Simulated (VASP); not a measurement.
# Ir16Au in VASP: a series of runs

The runs below take Ir16Au through single point, with PBE+D3(BJ).

Program: VASP 6.6.1. These are calculated values, not measurements. Logs are shortened: lines on timing, memory, paths and dates and some standing lists are left out, and cuts for length are marked.

## (1) The cell of the first run

The cell holds a slab with vacuum, 17 atoms: a = 5.431 Å, b = 5.431 Å, c = 25.652 Å, α = 90.00°, β = 90.00°, γ = 120.00°.

## (2) Single point, PBE+D3(BJ)

File INCAR:

```
PREC = Accurate ; ENCUT = 520
EDIFF = 1E-6 ; ISMEAR = 0
SIGMA = 0.1 ; LREAL = Auto
LASPH = T ; NELM = 100
ALGO = Normal ; ISIF = 2
LWAVE = F ; LCHARG = F
LDIPOL = T ; IDIPOL = 3
DIPOL = 0.5 0.5 0.473 ; GGA = PE
IVDW = 12 ; NBANDS = 92
```

File KPOINTS:

```
Automatic mesh
0
Gamma
  6 6 1
```

File POSCAR:

```
Ir16Au
1.0
    5.4313155574      0.0000000000      0.0000000000
   -2.7156577787      4.7036572487      0.0000000000
    0.0000000000      0.0000000000     25.6519758739
Ir Au
16 1
Direct
    0.3333333333      0.1666666667      0.3313584904
    0.3333333333      0.6666666667      0.3313584904
    0.8333333333      0.1666666667      0.3313584904
    0.8333333333      0.6666666667      0.3313584904
    0.6666666667      0.3333333333      0.4177972622
    0.6666666667      0.8333333333      0.4177972622
    0.1666666667      0.3333333333      0.4177972622
    0.1666666667      0.8333333333      0.4177972622
   -0.0001402127      0.4999298937      0.5034565091
    0.0000000000      0.0000000000      0.5033987469
    0.5000701063      0.4999298937      0.5034565091
    0.5000701063      0.0001402127      0.5034565091
    0.3333333333      0.6666666667      0.5873252483
    0.3333283509      0.1666641754      0.5888262434
    0.8333358246      0.6666716491      0.5888262434
    0.8333358246      0.1666641754      0.5888262434
    0.3333333333      0.6666666667      0.6850973666
```

Potentials or basis: VASP PAW PBE potentials, release 64 (Ir, Au).

On the command line:

```sh
$ cat potpaw_PBE.64/Ir/POTCAR potpaw_PBE.64/Au/POTCAR > POTCAR
$ mpirun -np 1 vasp_std > vasp.out
```

OUTCAR:

```text
PREC = Accurate
   ENCUT = 520
   EDIFF = 1E-6
   ISMEAR = 0
   LREAL = Auto
   LASPH = T
   NELM = 100
   ISIF = 2
   GGA = PE
   IVDW = 12
 IVDW          = 12

 ion  position               nearest neighbor table
   1  0.333  0.167  0.331-   7 2.72   5 2.72   8 2.72   3 2.72   3 2.72   2 2.72   2 2.72   4 2.72
                             4 2.72
   2  0.333  0.667  0.331-   8 2.72   6 2.72   7 2.72   4 2.72   4 2.72   3 2.72   1 2.72   1 2.72
                             3 2.72
   3  0.833  0.167  0.331-   5 2.72   7 2.72   6 2.72   1 2.72   1 2.72   2 2.72   4 2.72   4 2.72
                             2 2.72
   4  0.833  0.667  0.331-   6 2.72   8 2.72   5 2.72   2 2.72   2 2.72   1 2.72   3 2.72   3 2.72
                             1 2.72
   5  0.667  0.333  0.418-   9 2.70  12 2.70  11 2.70   3 2.72   1 2.72   4 2.72   7 2.72   7 2.72
                             6 2.72   6 2.72   8 2.72   8 2.72
   6  0.667  0.833  0.418-  10 2.70  11 2.70  12 2.70   4 2.72   2 2.72   3 2.72   8 2.72   8 2.72
                             7 2.72   5 2.72   5 2.72   7 2.72
   7  0.167  0.333  0.418-  10 2.70  11 2.70   9 2.70   1 2.72   3 2.72   2 2.72   5 2.72   5 2.72
                             6 2.72   8 2.72   8 2.72   6 2.72
   8  0.167  0.833  0.418-  10 2.70  12 2.70   9 2.70   2 2.72   4 2.72   1 2.72   6 2.72   6 2.72
                             5 2.72   7 2.72   7 2.72   5 2.72
   9  1.000  0.500  0.503-  13 2.66  15 2.69  16 2.69   5 2.70   8 2.70   7 2.70  11 2.71  12 2.71
                            10 2.72  10 2.72  11 2.72  12 2.72
  10  0.000  0.000  0.503-  16 2.69  14 2.69  15 2.69   6 2.70   7 2.70   8 2.70  12 2.72   9 2.72
                            11 2.72  11 2.72  12 2.72   9 2.72
  11  0.500  0.500  0.503-  13 2.66  15 2.69  14 2.69   5 2.70   7 2.70   6 2.70   9 2.71  12 2.71
                            10 2.72  10 2.72   9 2.72  12 2.72
  12  0.500  0.000  0.503-  13 2.66  14 2.69  16 2.69   5 2.70   8 2.70   6 2.70  11 2.71   9 2.71
                            10 2.72  10 2.72  11 2.72   9 2.72
  13  0.333  0.667  0.587-  17 2.51   9 2.66  11 2.66  12 2.66  15 2.72  14 2.72  16 2.72  16 2.72
                            15 2.72  14 2.72
  14  0.333  0.167  0.589-  12 2.69  11 2.69  10 2.69  16 2.72  15 2.72  16 2.72  15 2.72  13 2.72
                            13 2.72
  15  0.833  0.667  0.589-   9 2.69  11 2.69  10 2.69  14 2.72  16 2.72  16 2.72  14 2.72  13 2.72
                            13 2.72
  16  0.833  0.167  0.589-  12 2.69   9 2.69  10 2.69  14 2.72  15 2.72  14 2.72  15 2.72  13 2.72
                            13 2.72
  17  0.333  0.667  0.685-  13 2.51

  LATTYP: Found a hexagonal cell.
 ALAT       =     5.4313155574
 C/A-ratio  =     4.7229765243

  Lattice vectors:

 A1 = (   5.4313155574,   0.0000000000,   0.0000000000)
 A2 = (  -2.7156577787,   4.7036572487,   0.0000000000)
 A3 = (   0.0000000000,   0.0000000000,  25.6519758739)

Analysis of symmetry for initial positions (statically):
=====================================================================
 Subroutine PRICEL returns:
 Original cell was already a primitive cell.

 Routine SETGRP: Setting up the symmetry group for a
 hexagonal supercell.

 Subroutine GETGRP returns: Found  6 space group operations
 (whereof  6 operations were pure point group operations)
 out of a pool of 24 trial point group operations.

The static configuration has the point symmetry C_3v.

Analysis of symmetry for dynamics (positions and initial velocities):
=====================================================================
 Subroutine PRICEL returns:
 Original cell was already a primitive cell.

 Routine SETGRP: Setting up the symmetry group for a
 hexagonal supercell.

 Subroutine GETGRP returns: Found  6 space group operations
 (whereof  6 operations were pure point group operations)
 out of a pool of 24 trial point group operations.

The dynamic configuration has the point symmetry C_3v.

 Subroutine INISYM returns: Found  6 space group operations
 (whereof  6 operations are pure point group operations),
 and found     1 'primitive' translations

----------------------------------------------------------------------------------------

                                     Primitive cell

  volume of cell :     655.3322

  direct lattice vectors                    reciprocal lattice vectors
     5.431315557  0.000000000  0.000000000     0.184117455  0.106300262  0.000000000
    -2.715657779  4.703657249  0.000000000     0.000000000  0.212600525  0.000000000
     0.000000000  0.000000000 25.651975874     0.000000000  0.000000000  0.038983352

  length of vectors
     5.431315557  5.431315557 25.651975874     0.212600525  0.212600525  0.038983352

  position of ions in fractional coordinates (direct lattice)
     0.333333333  0.166666667  0.331358490
     0.333333333  0.666666667  0.331358490
     0.833333333  0.166666667  0.331358490
     0.833333333  0.666666667  0.331358490
     0.666666667  0.333333333  0.417797262
     0.666666667  0.833333333  0.417797262
[... 9 lines left out ...]
     0.833335825  0.166664175  0.588826243
     0.333333333  0.666666667  0.685097367

  ion indices of the primitive-cell ions
   primitive index   ion index
                 1           1
                 2           2
                 3           3
                 4           4
                 5           5
                 6           6
[... 9 lines left out ...]
                16          16
                17          17

----------------------------------------------------------------------------------------

 KPOINTS: Automatic mesh

Automatic generation of k-mesh.
 Grid dimensions read from file:
 generate k-points for:    6    6    1

 Generating k-lattice:

  Cartesian coordinates                     Fractional coordinates (reciprocal lattice)
     0.030686243  0.017716710  0.000000000     0.166666667 -0.000000000  0.000000000
     0.000000000  0.035433421  0.000000000     0.000000000  0.166666667  0.000000000
     0.000000000  0.000000000  0.038983352     0.000000000  0.000000000  1.000000000

  Length of vectors
     0.035433421  0.035433421  0.038983352

  Shift w.r.t. Gamma in fractional coordinates (k-lattice)
     0.000000000  0.000000000  0.000000000

 Subroutine IBZKPT returns following result:
 ===========================================

 Found      7 irreducible k-points:

 Following reciprocal coordinates:
            Coordinates               Weight
  0.000000  0.000000  0.000000      1.000000
  0.166667  0.000000  0.000000      6.000000
  0.333333 -0.000000  0.000000      6.000000
  0.500000  0.000000  0.000000      3.000000
  0.166667  0.166667  0.000000      6.000000
  0.333333  0.166667  0.000000     12.000000
  0.333333  0.333333  0.000000      2.000000
   k-points           NKPTS =      7   k-points in BZ     NKDIM =      7   number of bands    NBANDS=     92
   number of dos      NEDOS =    301   number of ions     NIONS =     17
   total plane-waves  NPLWV = 307200
   dimension x,y,z NGX =    40 NGY =   40 NGZ =  192
   dimension x,y,z NGXF=    80 NGYF=   80 NGZF=  384
   ions per type =              16   1
   NGX,Y,Z   is equivalent  to a cutoff of  12.24, 12.24, 12.44 a.u.
   NGXF,Y,Z  is equivalent  to a cutoff of  24.49, 24.49, 24.89 a.u.
 SYSTEM =  unknown system
   PREC   = accura    normal or accurate (medium, high low for compatibility)
   ISTART =      0    job   : 0-new  1-cont  2-samecut
   ICHARG =      2    charge: 1-file 2-atom 10-const
   ISPIN  =      1    spin polarized calculation?
   LNONCOLLINEAR =      F non collinear calculations
   LSORBIT =      F    spin-orbit coupling
   LASPH  =      T    aspherical Exc in radial PAW
   ENCUT  =  520.0 eV  38.22 Ry    6.18 a.u.  10.10 10.10 47.70*2*pi/ulx,y,z
   NELM   =    100;   NELMIN=  2; NELMDL= -5     # of ELM steps
   EDIFF  = 0.1E-05   stopping-criterion for ELM
   LREAL  =      T    real-space projection
   EDIFFG = 0.1E-04   stopping-criterion for IOM
   NSW    =      0    number of steps for IOM
   IBRION =     -1    ionic relax: 0-MD 1-quasi-New 2-CG
   NFREE  =      0    steps in history (QN), initial steepest desc. (CG)
   ISIF   =      2    stress and relaxation
   ISYM   =      2    0-nonsym 1-usesym 2-fastsym
   POTIM  = 0.5000    time-step for ionic-motion
   TEBEG  =    0.0;   TEEND  =   0.0 temperature during run
   PSTRESS=    0.0 pullay stress
   NELECT =     155.0000    total number of electrons
   NUPDOWN=      -1.0000    fix difference up-down
   EMIN   =  10.00;   EMAX   =-10.00  energy-range for DOS
   EFERMI =   0.00;   METHOD = LEGACY
   ISMEAR =     0;   SIGMA  =   0.10  broadening in eV -4-tet -1-fermi 0-gaus
   EFERMI_NEDOS =   21; number of points for ismear=-14 and -15
   IALGO  =     38    algorithm
   IMIX   =      4    mixing-type and parameters
     AMIX     =   0.40;   BMIX     =  1.00
     AMIX_MAG =   1.60;   BMIX_MAG =  1.00
  volume/ion in A,a.u.               =      38.55       260.14
  Fermi-wavevector in a.u.,A,eV,Ry     =   1.012430  1.913215 13.946161  1.025014
  Thomas-Fermi vector in A             =   2.145539
   LORBIT       =      0    0 simple, 1 ext, 2 COOP (PROOUT), +10 PAW based schemes
   GGA     = PE    functional components
   LHFCALC =     F    Hartree Fock is set to
   AEXX    =    0.0000 exact exchange contribution
   IVDW    =    12    specifies the selected vdW correction
   LEPSILON=     F    determine dielectric tensor
   LRPA    =     F    only Hartree local field effects (RPA)
 non-spin polarized calculation
 Gauss-broadening in eV      SIGMA  =   0.10
  energy-cutoff  :      520.00
  volume of cell :      655.33
 maximum number of plane-waves:     17706
   NGX = 21   NGY = 21   NGZ = 95

 dipolmoment           0.000000      0.000000      0.409234 electrons x Angstroem

 number of electron     155.0000002 magnetization

 dipolmoment           0.000000      0.000000     -0.129849 electrons x Angstroem

 Free energy of the ion-electron system (eV)
  ---------------------------------------------------
  ext. energy  EPLUGINS =         0.00000000
  ---------------------------------------------------
  free energy    TOTEN  =      -136.89445792 eV

  energy without entropy =     -136.80637693  energy(sigma->0) =     -136.85041742

 E-fermi :   0.5648     XC(G=0):  -6.0603

 val. band max:        0.5428377516   @ k =   0.1667   0.1667   0.0000
 cond. band min:       0.5996185185   @ k =   0.3333   0.1667   0.0000
 fundamental gap:      0.0567807669
 Fermi energy:         0.5647921581

 k-point     1 :       0.0000    0.0000    0.0000
  band No.  band energies     occupation
      1     -10.0241      2.00000
      2      -8.5365      2.00000
      3      -7.3676      2.00000
      4      -7.2391      2.00000
      5      -7.1469      2.00000
      6      -7.1163      2.00000
[... 81 lines left out ...]
     88       2.0848      0.00000
     89       2.0848      0.00000

 k-point     2 :       0.1667    0.0000    0.0000
  band No.  band energies     occupation
      1      -9.7569      2.00000
      2      -8.2759      2.00000
      3      -7.1275      2.00000
      4      -7.1049      2.00000
      5      -6.9718      2.00000
      6      -6.9404      2.00000
[... 449 lines left out ...]
     88       1.2471      0.00000
     89       1.4259      0.00000

 k-point     7 :       0.3333    0.3333    0.0000
  band No.  band energies     occupation
      1      -7.4521      2.00000
      2      -7.4202      2.00000
      3      -7.4122      2.00000
      4      -6.4838      2.00000
      5      -6.3855      2.00000
      6      -6.3787      2.00000
[... 81 lines left out ...]
     88       0.9917      0.00000
     89       1.0076      0.00000
 [bands above 89 left out]

------------------------ aborting loop because EDIFF is reached ----------------------------------------

 vacuum level on the upper side and lower side of the slab       (xc-potential included)        -0.584         0.301

 Edisp (eV)   -9.21092

 E8    (eV) :    -4.4330

  FORCE on cell =-STRESS in cart. coord.  units (eV):
  Direction    XX          YY          ZZ          XY          YZ          ZX
  --------------------------------------------------------------------------------------
  -------------------------------------------------------------------------------------
  Total     -13.03468   -13.03468    -1.89161    -0.00000     0.00000    -0.00000
  in kB     -31.86760   -31.86760    -4.62468    -0.00000     0.00000    -0.00000
  external pressure =      -22.79 kB  Pullay stress =        0.00 kB

 VOLUME and BASIS-vectors are now :
 -----------------------------------------------------------------------------
  energy-cutoff  :      520.00
  volume of cell :      655.33
      direct lattice vectors                 reciprocal lattice vectors
     5.431315557  0.000000000  0.000000000     0.184117455  0.106300262  0.000000000
    -2.715657779  4.703657249  0.000000000     0.000000000  0.212600525  0.000000000
     0.000000000  0.000000000 25.651975874     0.000000000  0.000000000  0.038983352

 POSITION                                       TOTAL-FORCE (eV/Angst)
 -----------------------------------------------------------------------------------
      1.35783      0.78394      8.50000        -0.070564     -0.040740      0.230611
     -0.00000      3.13577      8.50000         0.000000     -0.000000      0.355633
      4.07349      0.78394      8.50000         0.070564     -0.040740      0.230611
      2.71566      3.13577      8.50000        -0.000000      0.081481      0.230611
      2.71566      1.56789     10.71733         0.000000     -0.000000     -0.798488
      1.35783      3.91971     10.71733        -0.010113     -0.005838     -0.129561
[... 9 lines left out ...]
      4.07351      0.78393     15.10456        -0.002741      0.001583      0.039816
     -0.00000      3.13577     17.57410         0.000000     -0.000000      0.001410
 -----------------------------------------------------------------------------------
    total drift:                                0.000000     -0.000000     -0.007860

  FREE ENERGIE OF THE ION-ELECTRON SYSTEM (eV)
  ---------------------------------------------------
  free  energy   TOTEN  =      -146.1053778603 eV

  energy  without entropy=     -146.0172968621  energy(sigma->0) =     -146.06133736

 vacuum level on the upper side and lower side of the slab         5.043         5.947
```

It took 28 min on 1 thread of Intel Xeon Platinum 8488C (Sapphire Rapids), shared host; peak memory 0.79 GiB.

Results:

- Free energy: -146.1054 eV
- Largest force: 0.798 eV/Å
- Band gap on the k mesh: zero (an odd number of electrons rules out a gap without spin polarisation)
- Dispersion energy per atom: -0.542 eV

Forces in eV/Å, atoms in the order of the input:
```
Ir  -0.071 -0.041  0.231
Ir   0.000  0.000  0.356
Ir   0.071 -0.041  0.231
Ir   0.000  0.081  0.231
Ir   0.000  0.000 -0.798
Ir  -0.010 -0.006 -0.130
Ir   0.000  0.012 -0.130
Ir   0.010 -0.006 -0.130
Ir  -0.002 -0.001 -0.003
Ir   0.000  0.000 -0.001
Ir   0.002 -0.001 -0.003
Ir   0.000  0.003 -0.003
Ir   0.000  0.000  0.029
Ir   0.003  0.002  0.040
Ir   0.000 -0.003  0.040
Ir  -0.003  0.002  0.040
Au   0.000  0.000  0.001
```

Levels at points of the mesh, in eV from the Fermi level:
```csv
k point,band 77,band 78,band 79,band 80,band 81,band 82
"(0.00, 0.00, 0.00)",0.75,0.75,0.87,0.89,0.89,1.10
"(0.50, 0.00, 0.00)",-0.83,-0.58,-0.56,-0.18,0.05,0.06
```

Caveat: spin-orbit coupling is left out, which moves the levels of the heavy elements.

(Part 1 of 2 ends here.)

The gap in the log of VASP goes by the Fermi energy; the results here count the filled bands.